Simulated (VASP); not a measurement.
Set up this calculation in VASP 6.6.1, as the native input.

* Task: single point
* Functional: PBE
* Potentials or basis: VASP PAW PBE potentials, release 64 (Sr_sv, Si)
* Cutoff: 520 eV
* k mesh: 6 × 6 × 6
* Occupations: gaussian, width 0.1 eV
* Spin: no spin polarisation
* Dipole correction: no
* Further INCAR settings: ALGO = Normal; EDIFF = 1e-06; NBANDS = 21

The structure of SrSi4 lies in POSCAR:

```
SrSi4
1.0
    2.3971579622     -5.7197842556      0.0000000000
    2.3971579622      5.7197842556      0.0000000000
    0.0000000000      0.0000000000      3.9698590528
Sr Si
1 4
Direct
    0.5000000000      0.5000000000      0.0000000000
    0.1009543977      0.8990456023      0.5000000000
    0.8990456023      0.1009543977      0.5000000000
    0.2161154460      0.7838845540      0.0000000000
    0.7838845540      0.2161154460      0.0000000000
```

The cell was generated, and may not be a known phase.

These files were run (other wordings do the same):

INCAR

```
ALGO = Normal
EDIFF = 1E-6
ENCUT = 520
GGA = PE
ISIF = 2
ISMEAR = 0
LASPH = T
LCHARG = F
LREAL = F
LWAVE = F
NBANDS = 21
NELM = 80
PREC = Accurate
SIGMA = 0.1
```

KPOINTS

```
k-points
0
Gamma
  6 6 6
```

Potentials or basis: VASP PAW PBE potentials, release 64 (Sr_sv, Si).

Run with:

```bash
$ cat potpaw_PBE.64/Sr_sv/POTCAR potpaw_PBE.64/Si/POTCAR > POTCAR
$ mpirun -np 1 vasp_std > vasp.out
```

Results of the run:

```json
{
 "Pressure": "0.0 GPa",
 "Largest force": "0.039 eV/Å",
 "Band gap on the k mesh": "zero (bands 13 and 14 overlap by 1.11 eV)"
}
```

Wall time 2.5 min on 1 thread of Oxide Virtual Turin-like Processor, with other jobs on the host, peak memory 0.26 GiB.
